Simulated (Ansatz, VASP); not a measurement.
## Si2F3: VASP beside Ansatz

```
Si F
1.0
     4.24602    0.00000    0.00000
     0.00000    4.24602    0.00000
     0.00000    0.00000    4.24602
Si F
2 3
Cartesian
  0.0000 0.0000 0.0000
  2.1230 2.1230 2.1230
  0.0000 2.1230 2.1230
  2.1230 0.0000 2.1230
  2.1230 2.1230 0.0000
```

Alike in both runs: functional PBE; k mesh 10 × 10 × 10; occupations gaussian, width 0.1 eV; collinear spin.

Ansatz relaxed the structure, and its values are those at the end. VASP's run is a single point on that final structure, the one shown.

|  | VASP | Ansatz |
| --- | --- | --- |
| version | VASP 6.6.1 | Ansatz 0.2.0 |
| potentials or method | VASP PAW PBE potentials, release 64 (Si, F), cutoff 520 eV | scalar-relativistic, plane waves, PAW |
| valence electrons in the cell | 29 | 29 |

|  | VASP | Ansatz | Ansatz less VASP |
| --- | --- | --- | --- |
| gap on the k mesh at the Fermi level (eV) | none | none | - |
| pressure (GPa) | -0.2 | 0.0 | +0.18 |
| net moment per atom (μB) | 0.22 | 0.22 | 0.000 |
| size of the moment on the site where the two differ most (μB) | 0.34 | 0.58 | +0.248 |

Site moments also hang on the region over which each program counts them. A gap of «none» marks a metal or a gap that the smearing closes.
